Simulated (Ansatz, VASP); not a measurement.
**Re in VASP and in Ansatz**

```
Re
1.0
     0.00000    2.03890    1.74713
     2.03890    0.00000    1.74713
     2.03890    2.03890    0.00000
Re
1
Cartesian
  0.0000 0.0000 0.0000
```

Alike in both runs: task single point; functional PBE; k mesh 10 × 10 × 10; occupations gaussian, width 0.15 eV; no spin polarisation.

|  | VASP | Ansatz |
| --- | --- | --- |
| version | VASP 6.6.1 | Ansatz 0.2.0 |
| potentials or method | VASP PAW PBE potentials, release 64 (Re), cutoff 520 eV | scalar-relativistic, plane waves, PAW |
| valence electrons in the cell | 7 | 15 |

|  | VASP | Ansatz | Ansatz less VASP |
| --- | --- | --- | --- |
| gap on the k mesh at the Fermi level (eV) | none | none | - |
| pressure (GPa) | 14.2 | 14.5 | +0.35 |
| traceless stress, the component that is largest in VASP (GPa) | 17.41 | 17.29 | -0.113 |

A gap of «none» marks a metal or a gap that the smearing closes. The functional is the same, so the differences come from potentials, cutoffs and numerics. VASP's potentials hold 7 valence electrons a cell and Ansatz's 15, so a difference there can come from the potentials and not from the codes.

Spin-orbit coupling is off throughout.
